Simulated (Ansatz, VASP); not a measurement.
NiO in VASP and in Ansatz

INCAR

```
  PREC = Accurate
  ENCUT = 520
  EDIFF = 1E-7
  ISMEAR = -1
  SIGMA = 0.05
  LREAL = False
  LASPH = True
  NELM = 150
  ALGO = Normal
  ISIF = 2
  LWAVE = False
  LCHARG = False
  ISPIN = 2
  MAGMOM = 1 0
  LORBIT = 11
  LMAXMIX = 4
  GGA = CA
  NBANDS = 19
```

File KPOINTS:

```
regular mesh
0
Gamma
  11 11 11
```

File POSCAR:

```
NiO
1.0
    0.0000000000      2.1133508634      2.1133508634
    2.1133508634      0.0000000000      2.1133508634
    2.1133508634      2.1133508634      0.0000000000
Ni O
1 1
Direct
    0.0000000000      0.0000000000      0.0000000000
    0.5000000000      0.5000000000      0.5000000000
```

The input input.yaml:

```yaml
crystal:
  lattice:
    - [0.0, 2.1133508634, 2.1133508634]
    - [2.1133508634, 0.0, 2.1133508634]
    - [2.1133508634, 2.1133508634, 0.0]
  atoms:
    - { symbol: Ni, position: [0.0, 0.0, 0.0], spin: 1.0 }
    - { symbol: O, position: [0.5, 0.5, 0.5] }
kpoints:
  mp_grid: { grid: [11, 11, 11] }
scf:
  occupations: { method: fermi_dirac, width: 0.05 }
hamiltonian:
  xc: lda
  pseudopotentials: { kind: all_electron, lapw: { basis_error: 0.001 } }
magnetization:
  spin_polarized: true
output:
  forces: true
  stress: true
  eigenvalues: true
```

Change from the starting cell: volume scaled by 1.04.

Alike in both runs: task single point; functional LDA; k mesh 11 × 11 × 11; occupations fermi-dirac, width 0.05 eV; collinear spin.

|  | VASP | Ansatz |
| --- | --- | --- |
| version | VASP 6.6.1 | Ansatz 0.2.0 |
| potentials or method | VASP PAW LDA potentials, release 64 (Ni, O), cutoff 520 eV | all-electron LAPW, scalar-relativistic |

VASP gave:

| Quantity | Value |
| --- | --- |
| gap on the k mesh at the Fermi level (eV) | none |
| pressure (GPa) | -25.6 |
| net moment per atom (μB) | 0.11 |
| size of the moment on the site where the two differ most (μB) | 0.19 |

Question: What did Ansatz give for the same quantities?

Answer: gap on the k mesh at the Fermi level (eV): none; pressure (GPa): -25.7; net moment per atom (μB): 0.15; size of the moment on the site where the two differ most (μB): 0.26.

LDA's correlation is that of Perdew and Zunger in VASP and of Perdew and Wang (1992) in Ansatz. Site moments also hang on the region over which each program counts them. A gap of «none» marks a metal or a gap that the smearing closes. Ansatz ran all-electron here, and VASP with PAW potentials.
